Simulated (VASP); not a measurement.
## SnIr3: single point with PBE

The system is SnIr3.

```
CELL_PARAMETERS angstrom
2.82495 0.00000 0.00000
0.00000 2.82495 0.00000
0.00000 0.00000 8.94149
ATOMIC_POSITIONS crystal
Sn 0.00000 0.00000 0.00000
Ir 0.00000 0.50000 0.73865
Ir 0.50000 0.00000 0.26135
Ir 0.00000 0.00000 0.50000
```

| Property | Result |
| --- | --- |
| Program | VASP 6.6.1 |
| Task | single point |
| Functional | PBE |
| Potentials or basis | VASP PAW PBE potentials, release 64 (Sn_d, Ir) |
| Cutoff | 520 eV |
| k mesh | 6 × 6 × 2 |
| Occupations | gaussian, width 0.1 eV |
| Spin | no spin polarisation |

| Item | Value |
| --- | --- |
| Pressure | 0.2 GPa |
| Largest force | 0.014 eV/Å |

Forces on the atoms (eV/Å):
```
Sn   0.000  0.000  0.000
Ir   0.000  0.000  0.014
Ir   0.000  0.000 -0.014
Ir   0.000  0.000  0.000
```

Stress tensor (GPa, compression positive):
```
0.15 0.00 0.00
0.00 0.15 0.00
0.00 0.00 0.24
```

Levels at points of the mesh, in eV from the Fermi level:
| k point | band 16 | band 17 | band 18 | band 19 | band 20 | band 21 | band 22 | band 23 | band 24 | band 25 |
| --- | --- | --- | --- | --- | --- | --- | --- | --- | --- | --- |
| (0.00, 0.00, 0.00) | -2.25 | -1.01 | -1.01 | -0.25 | -0.07 | 0.52 | 0.85 | 0.96 | 0.96 | 3.33 |
| (0.50, 0.00, 0.00) | -1.97 | -1.18 | -0.99 | -0.87 | -0.06 | 0.08 | 0.92 | 1.09 | 2.43 | 3.67 |
| (0.50, 0.50, 0.00) | -1.60 | -1.60 | 0.65 | 0.65 | 1.50 | 1.83 | 1.83 | 2.31 | 2.70 | 3.76 |
| (0.00, 0.00, 0.50) | -2.19 | -1.24 | -0.87 | -0.87 | -0.07 | 0.52 | 0.79 | 0.79 | 0.85 | 5.37 |
| (0.50, 0.00, 0.50) | -1.97 | -1.42 | -1.24 | -1.00 | 0.08 | 0.57 | 0.97 | 1.44 | 2.09 | 3.70 |
| (0.50, 0.50, 0.50) | -1.71 | -1.07 | -0.16 | 1.22 | 1.22 | 1.58 | 1.87 | 1.87 | 3.19 | 4.46 |

It took 18 s on 1 thread of Intel(R) Xeon(R) 6975P-C (Granite Rapids) (shared host), peak memory 0.21 GiB.

Caveat: the k points lie up to 0.37 Å⁻¹ apart; spin-orbit coupling is left out, which moves the levels of the heavy elements.
